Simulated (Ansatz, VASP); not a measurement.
## CO2: VASP beside Ansatz

```
CELL_PARAMETERS angstrom
6.05774 0.00000 -0.90866
0.00000 6.05774 0.00000
-0.90866 0.00000 6.05774
ATOMIC_POSITIONS crystal
C 0.00000 0.00000 0.00000
C 0.50000 0.00000 0.50000
C 0.50000 0.50000 0.00000
C 0.00000 0.50000 0.50000
O 0.11148 0.11148 0.11148
O 0.38852 0.88852 0.61148
O 0.61148 0.38852 0.88852
O 0.88852 0.61148 0.38852
O 0.88852 0.88852 0.88852
O 0.61148 0.11148 0.38852
O 0.38852 0.61148 0.11148
O 0.11148 0.38852 0.61148
```

Change from the starting cell: engineering shear strain xz -0.3000, normal strain along z +0.0000.

Alike in both runs: task single point; functional PBE; k mesh 4 × 4 × 4; occupations gaussian, width 0.05 eV; no spin polarisation.

```csv
,VASP,Ansatz
version,VASP 6.6.1,Ansatz 0.2.0
potentials or method,"VASP PAW PBE potentials, release 64 (C, O), cutoff 520 eV","scalar-relativistic, plane waves, PAW"
valence electrons in the cell,64,64
```

VASP gave:

| Item | Value |
| --- | --- |
| gap on the k mesh at the Fermi level (eV) | 6.10 |
| least direct gap on the mesh (eV) | 6.10 |
| pressure (GPa) | 9.6 |
| traceless stress, the component that is largest in VASP (GPa) | 28.82 |
| rms of the force components (eV/Å) | 6.752 |

Task: What did Ansatz give for the same quantities?

Result: gap on the k mesh at the Fermi level (eV): 6.13; least direct gap on the mesh (eV): 6.13; pressure (GPa): 8.0; traceless stress, the component that is largest in VASP (GPa): 27.97; rms of the force components (eV/Å): 6.361.

Atom by atom the forces differ by 0.487 eV/Å (rms over components).

Noted on VASP's run: the standard files for N, O and F lose accuracy on very short bonds.
